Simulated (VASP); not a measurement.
# Ti: single point with LDA

Ti:

```
Ti
1.0
     2.86377    0.00000    0.00000
    -1.43188    2.48009    0.00000
     0.00000    0.00000    4.53505
Ti
2
Direct
  0.33333 0.66667 0.25000
  0.66667 0.33333 0.75000
```

```json
{
 "Program": "VASP 6.6.1",
 "Task": "single point",
 "Functional": "LDA",
 "Potentials or basis": "VASP PAW LDA potentials, release 64 (Ti_sv)",
 "Cutoff": "500 eV",
 "k mesh": "18 × 18 × 10",
 "Occupations": "gaussian, width 0.1 eV",
 "Spin": "no spin polarisation"
}
```

- Pressure: -0.1 GPa
- Band gap on the k mesh: zero (band 12 reaches 9.76 eV, above the bottom of band 13 at 8.62 eV)

Levels at points of the mesh, in eV from the Fermi level:
```
           k point  band 10  band 11  band 12  band 13  band 14  band 15
(0.00, 0.00, 0.00)    -2.87     0.78     0.78     0.92     1.11     1.33
(0.50, 0.00, 0.00)    -2.40    -2.06    -0.47     0.44     0.68     1.27
(0.00, 0.00, 0.50)    -4.34     0.08     0.08     0.67     0.67     0.67
(0.50, 0.00, 0.50)    -2.75    -0.92    -0.92     1.61     1.61     1.83
```

Run time: 3.9 min on 1 thread of AMD EPYC 7R13, with other jobs on the host, peak memory 0.19 GiB.
